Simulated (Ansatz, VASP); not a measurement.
Two plane-wave programs on LiH

```xyz
2
Lattice="0.0000 2.0028 2.0028 2.0028 0.0000 2.0028 2.0028 2.0028 0.0000" Properties=species:S:1:pos:R:3 pbc="T T T"
Li    2.0028    2.0028    2.0028
H     0.0000    0.0000    0.0000
```

Alike in both runs: functional PBE; k mesh 10 × 10 × 10; occupations gaussian, width 0.02 eV; no spin polarisation.

Ansatz relaxed the structure, and its values are those at the end. VASP's run is a single point on that final structure, the one shown.

```csv
,VASP,Ansatz
version,VASP 6.6.1,Ansatz 0.2.0
potentials or method,"VASP PAW PBE potentials, release 64 (Li_sv, H), cutoff 520 eV","scalar-relativistic, plane waves, PAW"
valence electrons in the cell,4,4
```

|  | VASP | Ansatz | Ansatz less VASP |
| --- | --- | --- | --- |
| gap on the k mesh at the Fermi level (eV) | 2.98 | 2.98 | +0.006 |
| least direct gap on the mesh (eV) | 2.98 | 2.98 | +0.006 |

The functional is the same, so the differences come from potentials, cutoffs and numerics.

Noted on VASP's run: the cutoff is short for stress, so the pressure is rough.
